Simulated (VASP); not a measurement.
# BaTiO3 (P4mm) in VASP: single point with PBE

Aim: the single point of BaTiO3 with PBE.

Everything below comes from runs of VASP 6.6.1. Logs are shortened: lines on timing, memory, paths and dates and some standing lists are left out, and cuts for length are marked.

### 1 The cell of the first run

The structure is tetragonal, space group P4mm (No. 99). The conventional cell has a = 3.985 Å, b = 3.985 Å, c = 4.202 Å, α = 90.00°, β = 90.00°, γ = 90.00°. Ba (site symmetry 4mm) has 12 O at 2.80 to 2.99 Å and 8 Ti at 3.47 to 3.56 Å within 3.7 Å. Ti (site symmetry 4mm) has 6 O at 1.81 to 2.39 Å within 2.4 Å. O (site symmetry 4mm) has 2 Ti at 1.81 to 2.39 Å within 2.4 Å. Within 3.0 Å of O (site symmetry 2mm) lie 2 Ti at 2.00 Å and 4 Ba at 2.80 to 2.99 Å and 8 O at 2.82 to 2.96 Å.

### 2 Single point, PBE

Input file INCAR:

```
ALGO = Normal
EDIFF = 1E-6
ENCUT = 910
GGA = PE
GGA_COMPAT = F
ISIF = 2
ISMEAR = 0
LASPH = T
LCHARG = F
LREAL = F
LWAVE = F
NBANDS = 28
NELM = 120
PREC = Accurate
SIGMA = 0.01
```

Input file KPOINTS:

```
k-points
0
Gamma
  6 6 6
```

Input file POSCAR:

```
BaTiO3
1.0
    3.9853829710      0.0000000000      0.0000000000
    0.0000000000      3.9853829710      0.0000000000
    0.0000000000      0.0000000000      4.2018789183
Ba Ti O
1 1 3
Direct
    0.0000000000      0.0000000000     -0.0106267900
    0.5000000000      0.5000000000      0.4720796103
    0.5000000000      0.5000000000      0.0408532693
    0.5000000000      0.0000000000      0.5203469552
    0.0000000000      0.5000000000      0.5203469552
```

Potentials or basis: VASP PAW PBE potentials, release 64 (Ba_sv, Ti_sv, O_h).

The run is started by

```bash
$ cat potpaw_PBE.64/Ba_sv/POTCAR potpaw_PBE.64/Ti_sv/POTCAR potpaw_PBE.64/O_h/POTCAR > POTCAR
$ mpirun -np 1 vasp_std > vasp.out
```

OUTCAR:

```text
EDIFF = 1E-6
   ENCUT = 910
   GGA = PE
   ISIF = 2
   ISMEAR = 0
   LASPH = T
   LREAL = F
   NELM = 120
   PREC = Accurate

 ion  position               nearest neighbor table
   1  0.000  0.000  0.989-   4 2.80   5 2.80   5 2.80   4 2.80   3 2.83   3 2.83   3 2.83   3 2.83
                             4 2.99   5 2.99   5 2.99   4 2.99   2 3.47   2 3.47   2 3.47   2 3.47
   2  0.500  0.500  0.472-   3 1.81   4 2.00   5 2.00   4 2.00   5 2.00   1 3.47   1 3.47   1 3.47
                             1 3.47   1 3.56   1 3.56   1 3.56   1 3.56
   3  0.500  0.500  0.041-   2 1.81   1 2.83   1 2.83   1 2.83   1 2.83
   4  0.500  0.000  0.520-   2 2.00   2 2.00   1 2.80   1 2.80   1 2.99   1 2.99
   5  0.000  0.500  0.520-   2 2.00   2 2.00   1 2.80   1 2.80   1 2.99   1 2.99

  LATTYP: Found a simple tetragonal cell.
 ALAT       =     3.9853829710
 C/A-ratio  =     1.0543224952

  Lattice vectors:

 A1 = (   3.9853829710,   0.0000000000,   0.0000000000)
 A2 = (   0.0000000000,   3.9853829710,   0.0000000000)
 A3 = (   0.0000000000,   0.0000000000,   4.2018789183)

Analysis of symmetry for initial positions (statically):
=====================================================================
 Subroutine PRICEL returns:
 Original cell was already a primitive cell.

 Routine SETGRP: Setting up the symmetry group for a
 simple tetragonal supercell.

 Subroutine GETGRP returns: Found  8 space group operations
 (whereof  8 operations were pure point group operations)
 out of a pool of 16 trial point group operations.

The static configuration has the point symmetry C_4v.

Analysis of symmetry for dynamics (positions and initial velocities):
=====================================================================
 Subroutine PRICEL returns:
 Original cell was already a primitive cell.

 Routine SETGRP: Setting up the symmetry group for a
 simple tetragonal supercell.

 Subroutine GETGRP returns: Found  8 space group operations
 (whereof  8 operations were pure point group operations)
 out of a pool of 16 trial point group operations.

The dynamic configuration has the point symmetry C_4v.

 Subroutine INISYM returns: Found  8 space group operations
 (whereof  8 operations are pure point group operations),
 and found     1 'primitive' translations

----------------------------------------------------------------------------------------

                                     Primitive cell

  volume of cell :      66.7396

  direct lattice vectors                    reciprocal lattice vectors
     3.985382971  0.000000000  0.000000000     0.250916915  0.000000000  0.000000000
     0.000000000  3.985382971  0.000000000     0.000000000  0.250916915  0.000000000
     0.000000000  0.000000000  4.201878918     0.000000000  0.000000000  0.237988771

  length of vectors
     3.985382971  3.985382971  4.201878918     0.250916915  0.250916915  0.237988771

  position of ions in fractional coordinates (direct lattice)
     0.000000000  0.000000000  0.989373210
     0.500000000  0.500000000  0.472079610
     0.500000000  0.500000000  0.040853269
     0.500000000  0.000000000  0.520346955
     0.000000000  0.500000000  0.520346955

  ion indices of the primitive-cell ions
   primitive index   ion index
                 1           1
                 2           2
                 3           3
                 4           4
                 5           5

----------------------------------------------------------------------------------------

 KPOINTS: k-points

Automatic generation of k-mesh.
 Grid dimensions read from file:
 generate k-points for:    6    6    6

 Generating k-lattice:

  Cartesian coordinates                     Fractional coordinates (reciprocal lattice)
     0.041819486  0.000000000  0.000000000     0.166666667  0.000000000  0.000000000
     0.000000000  0.041819486  0.000000000     0.000000000  0.166666667  0.000000000
     0.000000000  0.000000000  0.039664795     0.000000000  0.000000000  0.166666667

  Length of vectors
     0.041819486  0.041819486  0.039664795

  Shift w.r.t. Gamma in fractional coordinates (k-lattice)
     0.000000000  0.000000000  0.000000000

 Subroutine IBZKPT returns following result:
 ===========================================

 Found     40 irreducible k-points:

 Following reciprocal coordinates:
            Coordinates               Weight
  0.000000  0.000000  0.000000      1.000000
  0.166667  0.000000  0.000000      4.000000
  0.333333  0.000000  0.000000      4.000000
  0.500000  0.000000  0.000000      2.000000
  0.166667  0.166667  0.000000      4.000000
  0.333333  0.166667  0.000000      8.000000
[... 16 lines left out ...]
  0.333333  0.000000  0.333333      8.000000
  0.500000  0.000000  0.333333      4.000000
 [... further k-points ...]
   k-points           NKPTS =     40   k-points in BZ     NKDIM =     40   number of bands    NBANDS=     28
   number of dos      NEDOS =    301   number of ions     NIONS =      5
   total plane-waves  NPLWV =  67200
   dimension x,y,z NGX =    40 NGY =   40 NGZ =   42
   dimension x,y,z NGXF=    80 NGYF=   80 NGZF=   84
   ions per type =               1   1   3
   NGX,Y,Z   is equivalent  to a cutoff of  16.69, 16.69, 16.62 a.u.
   NGXF,Y,Z  is equivalent  to a cutoff of  33.37, 33.37, 33.23 a.u.
 SYSTEM =  unknown system
   PREC   = accura    normal or accurate (medium, high low for compatibility)
   ISTART =      0    job   : 0-new  1-cont  2-samecut
   ICHARG =      2    charge: 1-file 2-atom 10-const
   ISPIN  =      1    spin polarized calculation?
   LNONCOLLINEAR =      F non collinear calculations
   LSORBIT =      F    spin-orbit coupling
   LASPH  =      T    aspherical Exc in radial PAW
   ENCUT  =  910.0 eV  66.88 Ry    8.18 a.u.   9.80  9.80 10.34*2*pi/ulx,y,z
   NELM   =    120;   NELMIN=  2; NELMDL= -5     # of ELM steps
   EDIFF  = 0.1E-05   stopping-criterion for ELM
   LREAL  =      F    real-space projection
   EDIFFG = 0.1E-04   stopping-criterion for IOM
   NSW    =      0    number of steps for IOM
   IBRION =     -1    ionic relax: 0-MD 1-quasi-New 2-CG
   NFREE  =      0    steps in history (QN), initial steepest desc. (CG)
   ISIF   =      2    stress and relaxation
   ISYM   =      2    0-nonsym 1-usesym 2-fastsym
   POTIM  = 0.5000    time-step for ionic-motion
   TEBEG  =    0.0;   TEEND  =   0.0 temperature during run
   PSTRESS=    0.0 pullay stress
   NELECT =      40.0000    total number of electrons
   NUPDOWN=      -1.0000    fix difference up-down
   EMIN   =  10.00;   EMAX   =-10.00  energy-range for DOS
   EFERMI =   0.00;   METHOD = LEGACY
   ISMEAR =     0;   SIGMA  =   0.01  broadening in eV -4-tet -1-fermi 0-gaus
   EFERMI_NEDOS =   21; number of points for ismear=-14 and -15
   IALGO  =     38    algorithm
   IMIX   =      4    mixing-type and parameters
     AMIX     =   0.40;   BMIX     =  1.00
     AMIX_MAG =   1.60;   BMIX_MAG =  1.00
  volume/ion in A,a.u.               =      13.35        90.08
  Fermi-wavevector in a.u.,A,eV,Ry     =   1.380279  2.608349 25.921421  1.905171
  Thomas-Fermi vector in A             =   2.505171
   LORBIT       =      0    0 simple, 1 ext, 2 COOP (PROOUT), +10 PAW based schemes
   GGA     = PE    functional components
   LHFCALC =     F    Hartree Fock is set to
   AEXX    =    0.0000 exact exchange contribution
   IVDW    =     0    specifies the selected vdW correction
   LEPSILON=     F    determine dielectric tensor
   LRPA    =     F    only Hartree local field effects (RPA)
 non-spin polarized calculation
 Gauss-broadening in eV      SIGMA  =   0.01
  energy-cutoff  :      910.00
  volume of cell :       66.74
 maximum number of plane-waves:      4188
 NGX is ok and might be reduce to    40
   NGX = 19   NGY = 19   NGZ = 21

 number of electron      40.0000005 magnetization

 Free energy of the ion-electron system (eV)
  ---------------------------------------------------
  ext. energy  EPLUGINS =         0.00000000
  ---------------------------------------------------
  free energy    TOTEN  =       -40.06752667 eV

  energy without entropy =      -40.06752667  energy(sigma->0) =      -40.06752667

 E-fermi :   4.1808     XC(G=0): -11.0262

 val. band max:        4.0884830797   @ k =   0.5000   0.5000   0.5000
 cond. band min:       5.8820993636   @ k =   0.0000   0.0000   0.0000
 fundamental gap:      1.7936162839
 Fermi energy:         4.1807524895

 k-point     1 :       0.0000    0.0000    0.0000
  band No.  band energies     occupation
      1     -52.5591      2.00000
      2     -28.8943      2.00000
      3     -28.7562      2.00000
      4     -28.7562      2.00000
      5     -21.0988      2.00000
      6     -12.9245      2.00000
[... 20 lines left out ...]
     27       9.1669      0.00000
     28      10.7493      0.00000

 k-point     2 :       0.1667    0.0000    0.0000
  band No.  band energies     occupation
      1     -52.5588      2.00000
      2     -28.8937      2.00000
      3     -28.7696      2.00000
      4     -28.7557      2.00000
      5     -21.0719      2.00000
      6     -12.9383      2.00000
[... 20 lines left out ...]
     27       9.6589      0.00000
     28      11.4002      0.00000

 k-point     3 :       0.3333    0.0000    0.0000
  band No.  band energies     occupation
      1     -52.5583      2.00000
      2     -28.8926      2.00000
      3     -28.7962      2.00000
      4     -28.7547      2.00000
      5     -21.0172      2.00000
      6     -13.0404      2.00000
[... 20 lines left out ...]
     27      10.7243      0.00000
     28      11.9648      0.00000

 k-point     4 :       0.5000    0.0000    0.0000
  band No.  band energies     occupation
      1     -52.5580      2.00000
      2     -28.8920      2.00000
      3     -28.8095      2.00000
      4     -28.7542      2.00000
      5     -20.9892      2.00000
      6     -13.1124      2.00000
[... 20 lines left out ...]
     27      11.4070      0.00000
     28      11.9064      0.00000

 k-point     5 :       0.1667    0.1667    0.0000
  band No.  band energies     occupation
      1     -52.5586      2.00000
      2     -28.8932      2.00000
      3     -28.7693      2.00000
      4     -28.7688      2.00000
      5     -21.0471      2.00000
      6     -12.9208      2.00000
[... 20 lines left out ...]
     27      10.0149      0.00000
     28      11.7060      0.00000

 k-point     6 :       0.3333    0.1667    0.0000
  band No.  band energies     occupation
      1     -52.5580      2.00000
      2     -28.8921      2.00000
      3     -28.7955      2.00000
      4     -28.7679      2.00000
      5     -20.9968      2.00000
      6     -12.9576      2.00000
[... 463 lines left out ...]
      5     -21.0438      2.00000
      6     -13.0073      2.00000
[... 20 lines left out ...]
     27      10.4899      0.00000
     28      12.0875      0.00000

 k-point    22 :       0.1667    0.0000    0.3333
  band No.  band energies     occupation
      1     -52.5585      2.00000
      2     -28.9152      2.00000
      3     -28.7686      2.00000
      4     -28.7550      2.00000
      5     -21.0225      2.00000
      6     -12.9136      2.00000
[... 20 lines left out ...]
     27      10.9791      0.00000
     28      12.3057      0.00000

 k-point    23 :       0.3333    0.0000    0.3333
  band No.  band energies     occupation
      1     -52.5580      2.00000
      2     -28.9136      2.00000
      3     -28.7949      2.00000
      4     -28.7540      2.00000
      5     -20.9791      2.00000
      6     -12.7754      2.00000
[... 20 lines left out ...]
     27      11.8381      0.00000
     28      12.3571      0.00000

 k-point    24 :       0.5000    0.0000    0.3333
  band No.  band energies     occupation
      1     -52.5577      2.00000
      2     -28.9128      2.00000
      3     -28.8079      2.00000
      4     -28.7535      2.00000
      5     -20.9570      2.00000
      6     -12.7603      2.00000
[... 20 lines left out ...]
     27      11.7054      0.00000
     28      13.0622      0.00000

 [... further k-points ...]

------------------------ aborting loop because EDIFF is reached ----------------------------------------

  FORCE on cell =-STRESS in cart. coord.  units (eV):
  Direction    XX          YY          ZZ          XY          YZ          ZX
  --------------------------------------------------------------------------------------
  -------------------------------------------------------------------------------------
  Total        0.5167574      0.5167574      0.4919480      0.0000000      0.0000000      0.0000000
  in kB       12.4054822     12.4054822     11.8098984      0.0000000      0.0000000      0.0000000
  external PRESSURE =      12.2069543 kB  Pullay stress =       0.0000000 kB

 VOLUME and BASIS-vectors are now :
 -----------------------------------------------------------------------------
  energy-cutoff  :      910.00
  volume of cell :       66.74
      direct lattice vectors                 reciprocal lattice vectors
     3.985382971  0.000000000  0.000000000     0.250916915  0.000000000  0.000000000
     0.000000000  3.985382971  0.000000000     0.000000000  0.250916915  0.000000000
     0.000000000  0.000000000  4.201878918     0.000000000  0.000000000  0.237988771

 POSITION                                       TOTAL-FORCE (eV/Angst)
 -----------------------------------------------------------------------------------
      0.00000      0.00000      4.15723         0.000000     -0.000000      0.046752
      1.99269      1.99269      1.98362         0.000000     -0.000000      0.039520
      1.99269      1.99269      0.17166         0.000000      0.000000     -0.043914
      1.99269      0.00000      2.18643         0.000000     -0.000000     -0.021179
      0.00000      1.99269      2.18643         0.000000     -0.000000     -0.021179
 -----------------------------------------------------------------------------------
    total drift:                                0.000000      0.000000      0.001509

  FREE ENERGIE OF THE ION-ELECTRON SYSTEM (eV)
  ---------------------------------------------------
  free  energy   TOTEN  =       -40.0675266676 eV

  energy  without entropy=      -40.0675266676  energy(sigma->0) =      -40.06752667
```

It took 2.2 min on 1 thread of AMD EPYC 9R45 (Zen 5), shared host; peak memory 0.32 GiB.

What came out:

```yaml
Free_energy: -40.0675 eV
Pressure: 1.2 GPa
Largest_force: 0.047 eV/Å
Band_gap_on_the_k_mesh: 1.79 eV (least direct gap 2.36 eV)
```

Forces on the atoms (eV/Å):
```
Ba   0.000  0.000  0.047
Ti   0.000  0.000  0.040
O    0.000  0.000 -0.044
O    0.000  0.000 -0.021
O    0.000  0.000 -0.021
```

Levels at points of the mesh, in eV from the valence-band top:
```
           k point  band 16  band 17  band 18  band 19  band 20  band 21  band 22  band 23  band 24  band 25
(0.00, 0.00, 0.00)    -1.74    -1.33    -0.94    -0.56    -0.56     1.79     2.44     2.44     4.01     4.22
(0.50, 0.00, 0.00)    -1.99    -1.97    -1.71    -1.58    -1.35     2.51     3.42     3.53     4.08     5.48
(0.50, 0.50, 0.00)    -2.99    -2.04    -1.17    -1.17    -0.06     3.56     3.56     3.90     4.09     7.42
(0.00, 0.00, 0.50)    -2.18    -2.07    -2.00    -0.74    -0.74     1.92     3.44     3.44     4.01     5.84
(0.50, 0.00, 0.50)    -2.62    -1.85    -1.18    -1.09    -0.53     3.45     3.47     3.71     4.78     7.02
(0.50, 0.50, 0.50)    -2.63    -2.63    -0.46    -0.46     0.00     3.95     3.95     4.06     5.93     6.35
```

Caveat: the cutoff is under 1.25 times the usual one of these potentials, so pressure, stress and relaxed cells hold a basis-set (Pulay) error; spin-orbit coupling is left out, which moves the levels of the heavy elements. A k mesh can miss the band edges.
